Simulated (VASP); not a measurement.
# Na: single point with PBE

Crystal: Na.

```
CELL_PARAMETERS angstrom
3.58837 0.00000 0.00000
-1.79419 3.10762 0.00000
0.00000 0.00000 5.85941
ATOMIC_POSITIONS crystal
Na 0.33333 0.66667 0.25000
Na 0.66667 0.33333 0.75000
```

This cell differs from its parent crystal: volume scaled by 0.88.

* Program: VASP 6.6.1
* Task: single point
* Functional: PBE
* Potentials or basis: VASP PAW PBE potentials, release 64 (Na_pv)
* Cutoff: 500 eV
* k mesh: 11 × 11 × 6
* Occupations: fermi-dirac, width 0.1 eV
* Spin: no spin polarisation
* Dipole correction: no
* Further INCAR settings: ALGO = Normal; EDIFF = 1e-06; NBANDS = 14

The pressure is 1.2 GPa. The band gap on the k mesh is zero (band 7 reaches 2.62 eV, above the bottom of band 8 at -1.71 eV).

Stress tensor (GPa, compression positive):
```
1.15 0.00 0.00
0.00 1.15 0.00
0.00 0.00 1.36
```

Levels at points of the mesh, in eV from the Fermi level:
| k point | band 3 | band 4 | band 5 | band 6 | band 7 | band 8 | band 9 | band 10 | band 11 | band 12 |
| --- | --- | --- | --- | --- | --- | --- | --- | --- | --- | --- |
| (0.00, 0.00, 0.00) | -24.84 | -24.83 | -24.83 | -24.83 | -3.58 | 0.55 | 1.07 | 10.68 | 10.68 | 11.19 |
| (0.00, 0.00, 0.50) | -24.84 | -24.84 | -24.84 | -24.84 | -2.45 | -2.45 | 5.94 | 5.94 | 11.29 | 11.29 |

Run time: 29 s on 1 thread of Intel Xeon 6975P-C, on a shared host, peak memory 0.19 GiB.
